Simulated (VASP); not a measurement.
## P: single point with r2SCAN

The system is P.

```
P
1.0
     1.67176    0.96519    3.33499
    -1.67176    0.96519    3.33499
     0.00000   -1.93038    3.33499
P
2
Direct
  0.22708 0.22708 0.22708
  0.77292 0.77292 0.77292
```

This cell differs from its parent crystal: ratio of the length along z to the lengths across it x 1.1, volume and fractional coordinates fixed.

```
Program                : VASP 6.6.1
Task                   : single point
Functional             : r2SCAN
Potentials or basis    : VASP PAW PBE potentials, release 64 (P)
Cutoff                 : 520 eV
k mesh                 : 18 × 18 × 18
Occupations            : gaussian, width 0.15 eV
Spin                   : no spin polarisation
Dipole correction      : no
Further INCAR settings : ALGO = Normal; EDIFF = 1e-06; NBANDS = 12
```

* Pressure: 2.5 GPa
* Largest force: 0.458 eV/Å
* Band gap on the k mesh: zero (bands 5 and 6 overlap by 1.60 eV)

Forces on the atoms (eV/Å):
```
P    0.000  0.000 -0.458
P    0.000  0.000  0.458
```

Stress tensor (GPa, compression positive):
```
 4.73  0.00  0.00
 0.00  4.73  0.00
 0.00  0.00 -2.00
```

Levels at points of the mesh, in eV from the Fermi level:
```
           k point  band 3  band 4  band 5  band 6  band 7  band 8
(0.00, 0.00, 0.00)   -4.28   -2.59   -2.59    2.11    2.94    2.94
(0.50, 0.00, 0.00)   -4.21   -4.01   -0.94   -0.21    0.09    1.02
(0.50, 0.50, 0.00)   -6.95   -5.89   -5.25    0.50    6.11    7.85
(0.50, 0.50, 0.50)   -2.47   -2.47    0.61    0.61    1.54    3.01
```

Run time: 13 min on 1 thread of Intel(R) Xeon(R) Platinum 8259CL CPU @ 2.50GHz (Skylake/Cascade Lake) (shared host), peak memory 0.29 GiB.

Caveat: the stress differs along the axes, from -2 to 5 GPa; the PAW data sets were made with another functional, which shifts forces and pressure a little.
